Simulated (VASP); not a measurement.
Write the native input for VASP 6.6.1 that does the following.

```yaml
Task: single point
Functional: r2SCAN
Potentials_or_basis: VASP PAW PBE potentials, release 64 (Zn, S)
Cutoff: 520 eV
k_mesh: 8 × 8 × 8
Occupations: gaussian, width 0.05 eV
Spin: no spin polarisation
Dipole_correction: no
Further_INCAR_settings: ALGO = Normal; EDIFF = 1e-06; NBANDS = 16
```

Crystal: ZnS.

```
Zn S
1.0
     0.00000    2.70465    2.70465
     2.97512    0.00000    2.70465
     2.97512    2.70465    0.00000
Zn S
1 1
Cartesian
  0.0000 0.0000 0.0000
  4.4627 4.0570 4.0570
```

This cell differs from its parent crystal: strain +0.1000 x Voigt [1, 0, 0, 0, 0, 0].

One way to write it, as run:

POSCAR

```
ZnS
1.0
    0.0000000000      2.7046500000      2.7046500000
    2.9751150000      0.0000000000      2.7046500000
    2.9751150000      2.7046500000      0.0000000000
Zn S
1 1
Direct
    0.0000000000      0.0000000000      0.0000000000
    0.7500000000      0.7500000000      0.7500000000
```

INCAR.step1

```
SYSTEM = ZnS
ALGO = Normal
EDIFF = 1E-4
ENCUT = 520
GGA = PE
ISMEAR = 0
LASPH = .TRUE.
LCHARG = .FALSE.
LREAL = .FALSE.
LWAVE = .TRUE.
NBANDS = 16
NELM = 100
PREC = Accurate
SIGMA = 0.05
```

INCAR.step2

```
SYSTEM = ZnS
ALGO = Normal
EDIFF = 1E-6
ENCUT = 520
ISIF = 2
ISMEAR = 0
ISTART = 1
LASPH = .TRUE.
LCHARG = .FALSE.
LMIXTAU = .TRUE.
LREAL = .FALSE.
LWAVE = .FALSE.
METAGGA = R2SCAN
NBANDS = 16
NELM = 100
PREC = Accurate
SIGMA = 0.05
```

KPOINTS

```
k-points
0
G
  8 8 8
  0 0 0
```

Potentials or basis: VASP PAW PBE potentials, release 64 (Zn, S).

Run with:

```bash
$ cat potpaw_PBE.64/Zn/POTCAR potpaw_PBE.64/S/POTCAR > POTCAR
$ cp INCAR.step1 INCAR
$ mpirun -np 1 vasp_std > vasp.out
$ cp INCAR.step2 INCAR
$ mpirun -np 1 vasp_std > vasp.out
```

It gave:

```yaml
Pressure: -6.7 GPa
Band_gap_on_the_k_mesh: 2.06 eV
```

Caveat: the cell differs from its parent crystal (strain +0.1000 x Voigt [1, 0, 0, 0, 0, 0]); the stress differs along the axes, from -10 to -5 GPa; the PAW data sets were made with another functional, which shifts forces and pressure a little.

Wall time 4.3 min on 1 thread of Intel Xeon 8259CL, with other jobs on the host, peak memory 0.19 GiB.
